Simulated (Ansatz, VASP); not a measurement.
One calculation of TiAl3F, two programs

```xyz
5
Lattice="4.2594 0.0000 0.0000 0.0000 4.2594 0.0000 0.0000 0.0000 4.2594" Properties=species:S:1:pos:R:3 pbc="T T T"
Ti    0.0000    0.0000    0.0000
Al    0.0000    2.1297    2.1297
Al    2.1297    0.0000    2.1297
Al    2.1297    2.1297    0.0000
F     2.1297    2.1297    2.1297
```

Change from the starting cell: species swapped into the LuBRh3 type (Pm-3m, No. 221).

Alike in both runs: functional PBE; k mesh 4 × 4 × 4; occupations gaussian, width 0.1 eV; collinear spin.

Ansatz relaxed the structure, and its values are those at the end. VASP's run is a single point on that final structure, the one shown.

|  | VASP | Ansatz |
| --- | --- | --- |
| version | VASP 6.6.1 | Ansatz 0.2.0 |
| potentials or method | VASP PAW PBE potentials, release 64 (Ti_sv, Al, F), cutoff 520 eV | scalar-relativistic, plane waves, PAW |
| valence electrons in the cell | 28 | 28 |

VASP gave:

- gap on the k mesh at the Fermi level (eV): none
- pressure (GPa): -0.1
- net moment per atom (μB): 0.00

Q: What did Ansatz give for the same quantities?

A: gap on the k mesh at the Fermi level (eV): none; pressure (GPa): 0.0; net moment per atom (μB): 0.00.

A gap of «none» marks a metal or a gap that the smearing closes. The functional is the same, so the differences come from potentials, cutoffs and numerics. Ansatz's warnings: seeded moment not kept.

The k mesh is coarse, so the values compare programs but aren't converged.
